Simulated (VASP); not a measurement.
# HfSiO4 (F222) in VASP: relaxation of cell and atoms with PBE

Aim: the relaxation of cell and atoms of HfSiO4 with PBE.

Program: VASP 6.6.1. These are calculated values, not measurements. Logs are shortened: lines on timing, memory, paths and dates and some standing lists are left out, and cuts for length are marked.

### Step 1. The cell of the first run

The structure is orthorhombic, space group F222 (No. 22). Conventional cell: a = 5.149 Å, b = 6.811 Å, c = 7.985 Å, α = 90.00°, β = 90.00°, γ = 90.00°. Hf (site symmetry 222) has 8 O at 2.16 to 2.38 Å and 4 Si at 2.92 Å within 3.0 Å. Si (site symmetry 222) has 4 O at 1.67 to 1.70 Å within 2.2 Å. Within 2.2 Å of O (site symmetry 2) lie 1 Si at 1.67 Å. O (site symmetry 2) has 1 Si at 1.70 Å and 2 Hf at 2.16 Å and 2 O at 2.38 Å within 2.4 Å.

The cell was built from a structure type or drawn by symmetry, and may not be a known phase.

### Step 2. Relaxation of cell and atoms, PBE

The input, INCAR:

```
PREC = Accurate
ENCUT = 600
EDIFF = 1E-7
ISMEAR = 0
SIGMA = 0.02
LREAL = False
LASPH = True
NELM = 100
ALGO = Normal
ISIF = 3
LWAVE = False
LCHARG = False
GGA = PE
IBRION = 2
NSW = 100
EDIFFG = -0.01
```

The input, KPOINTS:

```
regular mesh
0
Gamma
  8 8 8
```

The input, POSCAR:

```
HfSiO4
1.0
    0.0000000000      3.4054859027      3.9923174023
    2.5742614674      0.0000000000      3.9923174023
    2.5742614674      3.4054859027      0.0000000000
Hf Si O
1 1 4
Direct
    0.7500000000      0.7500000000      0.7500000000
    0.5000000000      0.5000000000      0.5000000000
    0.7449694530      0.2550305470      0.7449694530
    0.2550305470      0.7449694530      0.2550305470
    0.7125998746      0.7125998746      0.2874001254
    0.2874001254      0.2874001254      0.7125998746
```

Potentials or basis: VASP PAW PBE potentials, release 64 (Hf_pv, Si, O).

Run with:

```bash
$ cat potpaw_PBE.64/Hf_pv/POTCAR potpaw_PBE.64/Si/POTCAR potpaw_PBE.64/O/POTCAR > POTCAR
$ mpirun -np 1 vasp_std > vasp.out
```

OUTCAR:

```text
PREC = Accurate
   ENCUT = 600
   EDIFF = 1E-7
   ISMEAR = 0
   LREAL = False
   LASPH = True
   NELM = 100
   ISIF = 3
   GGA = PE
   IBRION = 2
   NSW = 100
   EDIFFG = -0.01

 ion  position               nearest neighbor table
   1  0.750  0.750  0.750-   6 2.16   6 2.16   5 2.16   5 2.16   4 2.38   3 2.38   3 2.38   4 2.38
                             2 2.92   2 2.92   2 2.92   2 2.92
   2  0.500  0.500  0.500-   3 1.67   4 1.67   5 1.70   6 1.70   1 2.92   1 2.92   1 2.92   1 2.92

   3  0.745  0.255  0.745-   2 1.67   1 2.38   1 2.38
   4  0.255  0.745  0.255-   2 1.67   1 2.38   1 2.38
   5  0.713  0.713  0.287-   2 1.70   1 2.16   1 2.16
   6  0.287  0.287  0.713-   2 1.70   1 2.16   1 2.16

  LATTYP: Found a face centered orthorhombic cell.
 ALAT       =     5.1485229348
 B/A-ratio  =     1.3228982160
 C/A-ratio  =     1.5508593252

  Lattice vectors:

 A1 = (   0.0000000000,   3.4054859027,   3.9923174023)
 A2 = (   2.5742614674,   0.0000000000,   3.9923174023)
 A3 = (   2.5742614674,   3.4054859027,   0.0000000000)

Analysis of symmetry for initial positions (statically):
=====================================================================
 Subroutine PRICEL returns:
 Original cell was already a primitive cell.

 Routine SETGRP: Setting up the symmetry group for a
 face centered orthorhombic supercell.

 Subroutine GETGRP returns: Found  4 space group operations
 (whereof  4 operations were pure point group operations)
 out of a pool of  8 trial point group operations.

The static configuration has the point symmetry D_2 .

Analysis of symmetry for dynamics (positions and initial velocities):
=====================================================================
 Subroutine PRICEL returns:
 Original cell was already a primitive cell.

 Routine SETGRP: Setting up the symmetry group for a
 face centered orthorhombic supercell.

 Subroutine GETGRP returns: Found  4 space group operations
 (whereof  4 operations were pure point group operations)
 out of a pool of  8 trial point group operations.

The dynamic configuration has the point symmetry D_2 .

 Subroutine INISYM returns: Found  4 space group operations
 (whereof  4 operations are pure point group operations),
 and found     1 'primitive' translations

----------------------------------------------------------------------------------------

                                     Primitive cell

  volume of cell :      69.9982

  direct lattice vectors                    reciprocal lattice vectors
     0.000000000  3.405485903  3.992317402    -0.194230464  0.146821926  0.125240543
     2.574261467  0.000000000  3.992317402     0.194230464 -0.146821926  0.125240543
     2.574261467  3.405485903  0.000000000     0.194230464  0.146821926 -0.125240543

  length of vectors
     5.247469149  4.750307395  4.268976029     0.273801653  0.273801653  0.273801653

  position of ions in fractional coordinates (direct lattice)
     0.750000000  0.750000000  0.750000000
     0.500000000  0.500000000  0.500000000
     0.744969453  0.255030547  0.744969453
     0.255030547  0.744969453  0.255030547
     0.712599875  0.712599875  0.287400125
     0.287400125  0.287400125  0.712599875

  ion indices of the primitive-cell ions
   primitive index   ion index
                 1           1
                 2           2
                 3           3
                 4           4
                 5           5
                 6           6

----------------------------------------------------------------------------------------

 KPOINTS: regular mesh

Automatic generation of k-mesh.
 Grid dimensions read from file:
 generate k-points for:    8    8    8

 Generating k-lattice:

  Cartesian coordinates                     Fractional coordinates (reciprocal lattice)
    -0.024278808  0.018352741  0.015655068     0.125000000  0.000000000 -0.000000000
     0.024278808 -0.018352741  0.015655068     0.000000000  0.125000000  0.000000000
     0.024278808  0.018352741 -0.015655068    -0.000000000  0.000000000  0.125000000

  Length of vectors
     0.034225207  0.034225207  0.034225207

  Shift w.r.t. Gamma in fractional coordinates (k-lattice)
     0.000000000  0.000000000  0.000000000

 Subroutine IBZKPT returns following result:
 ===========================================

 Found     95 irreducible k-points:

 Following reciprocal coordinates:
            Coordinates               Weight
  0.000000  0.000000  0.000000      1.000000
  0.125000  0.000000  0.000000      8.000000
  0.250000  0.000000  0.000000      8.000000
  0.375000 -0.000000  0.000000      8.000000
  0.500000  0.000000  0.000000      4.000000
  0.125000  0.125000  0.000000      2.000000
[... 16 lines left out ...]
  0.250000  0.000000  0.125000      8.000000
  0.375000 -0.000000  0.125000      8.000000
 [... further k-points ...]
   k-points           NKPTS =     95   k-points in BZ     NKDIM =     95   number of bands    NBANDS=     23
   number of dos      NEDOS =    301   number of ions     NIONS =      6
   total plane-waves  NPLWV =  60480
   dimension x,y,z NGX =    42 NGY =   40 NGZ =   36
   dimension x,y,z NGXF=    84 NGYF=   80 NGZF=   72
   ions per type =               1   1   4
   NGX,Y,Z   is equivalent  to a cutoff of  13.31, 14.00, 14.02 a.u.
   NGXF,Y,Z  is equivalent  to a cutoff of  26.61, 28.00, 28.04 a.u.
 SYSTEM =  unknown system
   PREC   = accura    normal or accurate (medium, high low for compatibility)
   ISTART =      0    job   : 0-new  1-cont  2-samecut
   ICHARG =      2    charge: 1-file 2-atom 10-const
   ISPIN  =      1    spin polarized calculation?
   LNONCOLLINEAR =      F non collinear calculations
   LSORBIT =      F    spin-orbit coupling
   LASPH  =      T    aspherical Exc in radial PAW
   ENCUT  =  600.0 eV  44.10 Ry    6.64 a.u.  10.48  9.49  8.53*2*pi/ulx,y,z
   NELM   =    100;   NELMIN=  2; NELMDL= -5     # of ELM steps
   EDIFF  = 0.1E-06   stopping-criterion for ELM
   LREAL  =      F    real-space projection
   EDIFFG = -.1E-01   stopping-criterion for IOM
   NSW    =    100    number of steps for IOM
   IBRION =      2    ionic relax: 0-MD 1-quasi-New 2-CG
   NFREE  =      1    steps in history (QN), initial steepest desc. (CG)
   ISIF   =      3    stress and relaxation
   ISYM   =      2    0-nonsym 1-usesym 2-fastsym
   POTIM  = 0.5000    time-step for ionic-motion
   TEBEG  =    0.0;   TEEND  =   0.0 temperature during run
   PSTRESS=    0.0 pullay stress
   NELECT =      38.0000    total number of electrons
   NUPDOWN=      -1.0000    fix difference up-down
   EMIN   =  10.00;   EMAX   =-10.00  energy-range for DOS
   EFERMI =   0.00;   METHOD = LEGACY
   ISMEAR =     0;   SIGMA  =   0.02  broadening in eV -4-tet -1-fermi 0-gaus
   EFERMI_NEDOS =   21; number of points for ismear=-14 and -15
   IALGO  =     38    algorithm
   IMIX   =      4    mixing-type and parameters
     AMIX     =   0.40;   BMIX     =  1.00
     AMIX_MAG =   1.60;   BMIX_MAG =  1.00
  volume/ion in A,a.u.               =      11.67        78.73
  Fermi-wavevector in a.u.,A,eV,Ry     =   1.335489  2.523709 24.266423  1.783532
  Thomas-Fermi vector in A             =   2.464190
   LORBIT       =      0    0 simple, 1 ext, 2 COOP (PROOUT), +10 PAW based schemes
   GGA     = PE    functional components
   LHFCALC =     F    Hartree Fock is set to
   AEXX    =    0.0000 exact exchange contribution
   IVDW    =     0    specifies the selected vdW correction
   LEPSILON=     F    determine dielectric tensor
   LRPA    =     F    only Hartree local field effects (RPA)
 conjugate gradient relaxation of ions
 non-spin polarized calculation
 Gauss-broadening in eV      SIGMA  =   0.02
  energy-cutoff  :      600.00
  volume of cell :       70.00
 maximum number of plane-waves:      2367
 NGX is ok and might be reduce to    42
   NGX = 21   NGY = 19   NGZ = 17

--------------------------------------- Ionic step        1  -------------------------------------------

 number of electron      37.9999997 magnetization

 Free energy of the ion-electron system (eV)
  ---------------------------------------------------
  ext. energy  EPLUGINS =         0.00000000
  ---------------------------------------------------
  free energy    TOTEN  =       -49.75799202 eV

  energy without entropy =      -49.75799202  energy(sigma->0) =      -49.75799202

------------------------ aborting loop because EDIFF is reached ----------------------------------------

  FORCE on cell =-STRESS in cart. coord.  units (eV):
  Direction    XX          YY          ZZ          XY          YZ          ZX
  --------------------------------------------------------------------------------------
  -------------------------------------------------------------------------------------
  Total       -0.8028274     -0.5331924     -0.6070816      0.0000000      0.0000000      0.0000000
  in kB      -18.3757889    -12.2041557    -13.8953943      0.0000000      0.0000000      0.0000000
  external PRESSURE =     -14.8251130 kB  Pullay stress =       0.0000000 kB
[... 101 lines left out ...]
  FREE ENERGIE OF THE ION-ELECTRON SYSTEM (eV)
  ---------------------------------------------------
  free  energy   TOTEN  =       -49.7625194325 eV

  energy  without entropy=      -49.7625194325  energy(sigma->0) =      -49.76251943

[... ionic steps 4 to 14 ...]

--------------------------------------- Ionic step       15  -------------------------------------------

 number of electron      37.9999998 magnetization

------------------------ aborting loop because EDIFF is reached ----------------------------------------
[... 75 lines left out ...]
--------------------------------------- Ionic step       17  -------------------------------------------

 number of electron      37.9999998 magnetization

 Free energy of the ion-electron system (eV)
  ---------------------------------------------------
  ext. energy  EPLUGINS =         0.00000000
  ---------------------------------------------------
  free energy    TOTEN  =       -49.76436711 eV

  energy without entropy =      -49.76436711  energy(sigma->0) =      -49.76436711

 E-fermi :   4.3897     XC(G=0): -10.7161

 val. band max:        4.3023322906   @ k =   0.0000   0.0000   0.0000
 cond. band min:       5.2727160822   @ k =   0.0000   0.0000   0.0000
 fundamental gap:      0.9703837915
 Fermi energy:         4.3896805190

 k-point     1 :       0.0000    0.0000    0.0000
  band No.  band energies     occupation
      1     -27.1918      2.00000
      2     -27.1780      2.00000
      3     -27.0253      2.00000
      4     -16.2759      2.00000
      5     -14.4535      2.00000
      6     -13.6070      2.00000
[... 613 lines left out ...]
     22       8.5335      0.00000
     23       8.7909      0.00000

 [... further k-points ...]

------------------------ aborting loop because EDIFF is reached ----------------------------------------

  FORCE on cell =-STRESS in cart. coord.  units (eV):
  Direction    XX          YY          ZZ          XY          YZ          ZX
  --------------------------------------------------------------------------------------
  -------------------------------------------------------------------------------------
  Total        0.0113076      0.0278987      0.0067254      0.0000000      0.0000000      0.0000000
  in kB        0.2623199      0.6472100      0.1560190      0.0000000      0.0000000      0.0000000
  external PRESSURE =       0.3551830 kB  Pullay stress =       0.0000000 kB
[... 21 lines left out ...]
  FREE ENERGIE OF THE ION-ELECTRON SYSTEM (eV)
  ---------------------------------------------------
  free  energy   TOTEN  =       -49.7643671063 eV

  energy  without entropy=      -49.7643671063  energy(sigma->0) =      -49.76436711

 reached required accuracy - stopping structural energy minimisation
```

Wall time 14 min (1 thread of Intel Xeon 6975P-C (Granite Rapids), shared host); peak memory 0.37 GiB.

What came out:

```yaml
Free_energy: -49.7644 eV
Relaxed_volume: 11.51 Å³/atom
Relaxed_cell: a = 5.218 Å, b = 4.688 Å, c = 4.284 Å, α = 70.96°, β = 58.13°, γ = 50.91°
Space_group_after_relaxing_to_0.1_Å: F222 (No. 22)
Energy_gained_by_relaxing: 1.1 meV/atom
Ionic_steps: 17
Pressure_after_relaxing: 0.0 GPa
Largest_force_after_relaxing: 0.006 eV/Å
Band_gap_on_the_k_mesh: 0.97 eV
```

Forces in eV/Å, atoms in the order of the input:
```
Hf   0.000  0.000  0.000
Si   0.000  0.000  0.000
O    0.000 -0.006  0.000
O    0.000  0.006  0.000
O    0.000  0.000 -0.001
O    0.000  0.000  0.001
```

The path:
```
step  energy change (eV)  largest force (eV/Å)  pressure (GPa)  volume (Å³)
   1              0.0000                0.0942           -1.48        70.00
   2             -0.0040                0.1584            0.95        68.91
   3             -0.0045                0.1381            0.35        69.17
   4             -0.0040                0.1574           -0.45        69.06
   5             -0.0054                0.0071           -0.01        69.12
   6             -0.0055                0.0198            0.00        69.11
   7             -0.0055                0.0287            0.00        69.11
   8             -0.0055                0.0138            0.00        69.11
   9             -0.0056                0.0101            0.01        69.10
  10             -0.0056                0.0148           -0.03        69.11
  11             -0.0058                0.0292           -0.12        69.12
  12             -0.0060                0.0568           -0.30        69.15
  13             -0.0060                0.0555           -0.29        69.15
  14             -0.0060                0.0523           -0.27        69.14
  15             -0.0061                0.0458           -0.23        69.13
  16             -0.0062                0.0328           -0.14        69.11
  17             -0.0064                0.0059            0.04        69.06
```

Final structure:
```cif
data_structure
_symmetry_space_group_name_H-M 'P 1'
_symmetry_Int_Tables_number 1
_cell_length_a 5.2176
_cell_length_b 4.6877
_cell_length_c 4.2840
_cell_angle_alpha 70.958
_cell_angle_beta 58.134
_cell_angle_gamma 50.908
_cell_volume 69.06
loop_
_atom_site_label
_atom_site_type_symbol
_atom_site_fract_x
_atom_site_fract_y
_atom_site_fract_z
_atom_site_occupancy
Hf1 Hf 0.75000 0.75000 0.75000 1
Si1 Si 0.50000 0.50000 0.50000 1
O1 O 0.74336 0.25664 0.74336 1
O2 O 0.25664 0.74336 0.25664 1
O3 O 0.71555 0.71555 0.28445 1
O4 O 0.28445 0.28445 0.71555 1
```

Caveat: spin-orbit coupling is left out, which moves the levels of the heavy elements.
